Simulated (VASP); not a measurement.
# Ti (P6_3/mmc) in VASP: further runs

The runs below take Ti through single point, with LDA.

All numbers are computed with VASP 6.6.1; they aren't measurements. Logs are shortened: lines on timing, memory, paths and dates and some standing lists are left out, and cuts for length are marked.

## (1) The cell of the first run

Symmetry: P6_3/mmc, No. 194, hexagonal system. Conventional cell: a = 2.864 Å, b = 2.864 Å, c = 4.538 Å, α = 90.00°, β = 90.00°, γ = 120.00°. Within 3.7 Å of Ti (site symmetry -6m2) lie 12 Ti at 2.81 to 2.86 Å.

## (2) Single point, LDA

File INCAR:

```
PREC = Accurate ; ENCUT = 520
EDIFF = 1E-7 ; ISMEAR = -1
SIGMA = 0.1 ; LREAL = F
LASPH = T ; NELM = 60
ALGO = Normal ; ISIF = 2
LWAVE = F ; LCHARG = F
NBANDS = 19
```

File KPOINTS:

```
Automatic mesh
0
Gamma
  16 16 9
```

File POSCAR:

```
Ti
1.0
    1.4321410176     -2.4805410062      0.0000000000
    1.4321410176      2.4805410062      0.0000000000
    0.0000000000      0.0000000000      4.5377959650
Ti
2
Direct
    0.6666666670      0.3333333330      0.2500000000
    0.3333333330      0.6666666670      0.7500000000
```

Potentials or basis: VASP PAW LDA potentials, release 64 (Ti_sv).

On the command line:

```sh
cat potpaw_LDA.64/Ti_sv/POTCAR > POTCAR
mpirun -np 1 vasp_std > vasp.out
```

OUTCAR:

```text
PREC = Accurate
   ENCUT = 520
   EDIFF = 1E-7
   ISMEAR = -1
   LREAL = F
   LASPH = T
   NELM = 60
   ISIF = 2

 ion  position               nearest neighbor table
   1  0.667  0.333  0.250-   2 2.81   2 2.81   2 2.81   2 2.81   2 2.81   2 2.81
   2  0.333  0.667  0.750-   1 2.81   1 2.81   1 2.81   1 2.81   1 2.81   1 2.81

  LATTYP: Found a hexagonal cell.
 ALAT       =     2.8642820353
 C/A-ratio  =     1.5842699528

  Lattice vectors:

 A1 = (   1.4321410176,  -2.4805410062,   0.0000000000)
 A2 = (   1.4321410176,   2.4805410062,   0.0000000000)
 A3 = (   0.0000000000,   0.0000000000,   4.5377959650)

Analysis of symmetry for initial positions (statically):
=====================================================================
 Subroutine PRICEL returns:
 Original cell was already a primitive cell.

 Routine SETGRP: Setting up the symmetry group for a
 hexagonal supercell.

 Subroutine GETGRP returns: Found 24 space group operations
 (whereof 12 operations were pure point group operations)
 out of a pool of 24 trial point group operations.

The static configuration has the point symmetry D_3d.
 The point group associated with its full space group is D_6h.

Analysis of symmetry for dynamics (positions and initial velocities):
=====================================================================
 Subroutine PRICEL returns:
 Original cell was already a primitive cell.

 Routine SETGRP: Setting up the symmetry group for a
 hexagonal supercell.

 Subroutine GETGRP returns: Found 24 space group operations
 (whereof 12 operations were pure point group operations)
 out of a pool of 24 trial point group operations.

The dynamic configuration has the point symmetry D_3d.
 The point group associated with its full space group is D_6h.

 Subroutine INISYM returns: Found 24 space group operations
 (whereof 12 operations are pure point group operations),
 and found     1 'primitive' translations

----------------------------------------------------------------------------------------

                                     Primitive cell

  volume of cell :      32.2409

  direct lattice vectors                    reciprocal lattice vectors
     1.432141018 -2.480541006  0.000000000     0.349127630 -0.201568931  0.000000000
     1.432141018  2.480541006  0.000000000     0.349127630  0.201568931  0.000000000
     0.000000000  0.000000000  4.537795965     0.000000000  0.000000000  0.220371301

  length of vectors
     2.864282035  2.864282035  4.537795965     0.403137863  0.403137863  0.220371301

[... 79 lines left out ...]
   NELM   =     60;   NELMIN=  2; NELMDL= -5     # of ELM steps
   EDIFF  = 0.1E-06   stopping-criterion for ELM
   LREAL  =      F    real-space projection
   EDIFFG = 0.1E-05   stopping-criterion for IOM
   NSW    =      0    number of steps for IOM
   IBRION =     -1    ionic relax: 0-MD 1-quasi-New 2-CG
   NFREE  =      0    steps in history (QN), initial steepest desc. (CG)
   ISIF   =      2    stress and relaxation
   ISYM   =      2    0-nonsym 1-usesym 2-fastsym
   POTIM  = 0.5000    time-step for ionic-motion
   TEBEG  =    0.0;   TEEND  =   0.0 temperature during run
   PSTRESS=    0.0 pullay stress
   NELECT =      24.0000    total number of electrons
   NUPDOWN=      -1.0000    fix difference up-down
   EMIN   =  10.00;   EMAX   =-10.00  energy-range for DOS
   EFERMI =   0.00;   METHOD = LEGACY
   ISMEAR =    -1;   SIGMA  =   0.10  broadening in eV -4-tet -1-fermi 0-gaus
   EFERMI_NEDOS =   21; number of points for ismear=-14 and -15
   IALGO  =     38    algorithm
   IMIX   =      4    mixing-type and parameters
     AMIX     =   0.40;   BMIX     =  1.00
     AMIX_MAG =   1.60;   BMIX_MAG =  1.00
  volume/ion in A,a.u.               =      16.12       108.79
  Fermi-wavevector in a.u.,A,eV,Ry     =   1.483689  2.803766 29.950952  2.201333
  Thomas-Fermi vector in A             =   2.597319
   LORBIT       =      0    0 simple, 1 ext, 2 COOP (PROOUT), +10 PAW based schemes
   GGA     = CA    functional components
   LHFCALC =     F    Hartree Fock is set to
   AEXX    =    0.0000 exact exchange contribution
   IVDW    =     0    specifies the selected vdW correction
   LEPSILON=     F    determine dielectric tensor
   LRPA    =     F    only Hartree local field effects (RPA)
 non-spin polarized calculation
  energy-cutoff  :      520.00
  volume of cell :       32.24
 maximum number of plane-waves:       884
 NGX is ok and might be reduce to    24
   NGX = 11   NGY = 11   NGZ = 17

 number of electron      24.0000004 magnetization

 Free energy of the ion-electron system (eV)
  ---------------------------------------------------
  ext. energy  EPLUGINS =         0.00000000
  ---------------------------------------------------
  free energy    TOTEN  =       -17.13521074 eV

  energy without entropy =      -17.06184618  energy(sigma->0) =      -17.09852846

 E-fermi :   8.8778     XC(G=0): -12.1455

 val. band max:        8.8668647711   @ k =   0.1875   0.0000   0.3333
 cond. band min:       8.8795449056   @ k =   0.3125   0.2500   0.4444
 fundamental gap:      0.0126801345
 Fermi energy:         8.8777521544

 k-point     1 :       0.0000    0.0000    0.0000
  band No.  band energies     occupation
      1     -47.1406      2.00000
      2     -46.9458      2.00000
      3     -24.2085      2.00000
      4     -23.3870      2.00000
      5     -23.3870      2.00000
      6     -23.2804      2.00000
[... 505 lines left out ...]
      6     -23.5702      2.00000
[... 11 lines left out ...]
     18      12.6002      0.00000
     19      12.9710      0.00000

 [... further k-points ...]

------------------------ aborting loop because EDIFF is reached ----------------------------------------

  FORCE on cell =-STRESS in cart. coord.  units (eV):
  Direction    XX          YY          ZZ          XY          YZ          ZX
  --------------------------------------------------------------------------------------
  -------------------------------------------------------------------------------------
  Total       -0.0374236     -0.0374236     -0.0366532      0.0000000     -0.0000000      0.0000000
  in kB       -1.8597275     -1.8597275     -1.8214402      0.0000000     -0.0000000      0.0000000
  external PRESSURE =      -1.8469651 kB  Pullay stress =       0.0000000 kB

 VOLUME and BASIS-vectors are now :
 -----------------------------------------------------------------------------
  energy-cutoff  :      520.00
  volume of cell :       32.24
      direct lattice vectors                 reciprocal lattice vectors
     1.432141018 -2.480541006  0.000000000     0.349127630 -0.201568931  0.000000000
     1.432141018  2.480541006  0.000000000     0.349127630  0.201568931  0.000000000
     0.000000000  0.000000000  4.537795965     0.000000000  0.000000000  0.220371301

 POSITION                                       TOTAL-FORCE (eV/Angst)
 -----------------------------------------------------------------------------------
      1.43214     -0.82685      1.13445         0.000000      0.000000      0.000000
      1.43214      0.82685      3.40335        -0.000000     -0.000000      0.000000
 -----------------------------------------------------------------------------------
    total drift:                                0.000000      0.000001     -0.000000

  FREE ENERGIE OF THE ION-ELECTRON SYSTEM (eV)
  ---------------------------------------------------
  free  energy   TOTEN  =       -17.1352107440 eV

  energy  without entropy=      -17.0618461777  energy(sigma->0) =      -17.09852846
```

OSZICAR:

```text
N       E                     dE             d eps       ncg     rms          rms(c)
DAV:   1     0.261627413500E+03    0.26163E+03   -0.12957E+04  5708   0.158E+03
DAV:   2     0.106566739228E+02   -0.25097E+03   -0.24689E+03  5870   0.442E+02
DAV:   3    -0.178711845386E+02   -0.28528E+02   -0.28161E+02 10431   0.123E+02
DAV:   4    -0.189988072189E+02   -0.11276E+01   -0.11261E+01  6698   0.253E+01
DAV:   5    -0.190471571839E+02   -0.48350E-01   -0.48346E-01  8122   0.385E+00    0.125E+01
DAV:   6    -0.171382419967E+02    0.19089E+01   -0.66756E+00  6647   0.260E+01    0.328E+00
DAV:   7    -0.171163313411E+02    0.21911E-01   -0.68283E-01  8545   0.580E+00    0.206E+00
DAV:   8    -0.171432558428E+02   -0.26925E-01   -0.22305E-01  6093   0.565E+00    0.797E-01
DAV:   9    -0.171346011828E+02    0.86547E-02   -0.44719E-02  6228   0.238E+00    0.850E-02
DAV:  10    -0.171352125644E+02   -0.61138E-03   -0.38575E-03  8217   0.344E-01    0.868E-02
DAV:  11    -0.171352250497E+02   -0.12485E-04   -0.11487E-04  7164   0.890E-02    0.463E-02
DAV:  12    -0.171352106561E+02    0.14394E-04   -0.59110E-05  6418   0.735E-02    0.248E-03
DAV:  13    -0.171352103810E+02    0.27506E-06   -0.16774E-06  6719   0.133E-02    0.431E-03
DAV:  14    -0.171352107106E+02   -0.32962E-06   -0.31549E-07  5600   0.483E-03    0.517E-04
DAV:  15    -0.171352107440E+02   -0.33434E-07   -0.56124E-08  3303   0.150E-03
   1 F= -.17135211E+02 E0= -.17098528E+02  d E =-.733646E-01
```

Wall time 31 s (1 thread of Intel Xeon 6975P-C (Granite Rapids), shared host); peak memory 0.19 GiB.

Results:

```
Free energy            : -17.1352 eV
Pressure               : -0.2 GPa
Band gap on the k mesh : zero (bands 12 and 13 overlap by 1.09 eV)
```

Levels at points of the mesh, in eV from the Fermi level:
```tsv
k point	band 10	band 11	band 12	band 13	band 14	band 15
(0.00, 0.00, 0.00)	-2.84	0.81	0.81	0.95	1.13	1.36
(0.50, 0.00, 0.00)	-2.36	-2.02	-0.43	0.48	0.71	1.31
```

## (3) Single point, LDA

File INCAR:

```
SYSTEM = Ti
ALGO = Normal
EDIFF = 1E-6
ENCUT = 520
ISIF = 2
ISMEAR = -1
LASPH = .True.
LCHARG = .False.
LREAL = .False.
LWAVE = .False.
NBANDS = 19
NELM = 80
PREC = Accurate
SIGMA = 0.1
```

File KPOINTS:

```
k-points
0
Gamma
  16 16 9
  0 0 0
```

POSCAR is that of step 2.

Potentials or basis: VASP PAW LDA potentials, release 64 (Ti_sv).

On the command line:

```sh
cat potpaw_LDA.64/Ti_sv/POTCAR > POTCAR
mpirun -np 1 vasp_std > vasp.out
```

Wall time 29 s (1 thread of Intel Xeon 6975P-C (Granite Rapids), shared host); peak memory 0.19 GiB.

Results (log left out):

| Item | Value |
| --- | --- |
| Free energy | -17.1352 eV |
| Pressure | -0.1 GPa |
| Band gap on the k mesh | zero (bands 12 and 13 overlap by 1.09 eV) |

Levels at points of the mesh, in eV from the Fermi level:
```tsv
k point	band 10	band 11	band 12	band 13	band 14	band 15
(0.00, 0.00, 0.00)	-2.84	0.81	0.81	0.95	1.13	1.36
(0.50, 0.00, 0.00)	-2.36	-2.02	-0.43	0.48	0.71	1.31
```
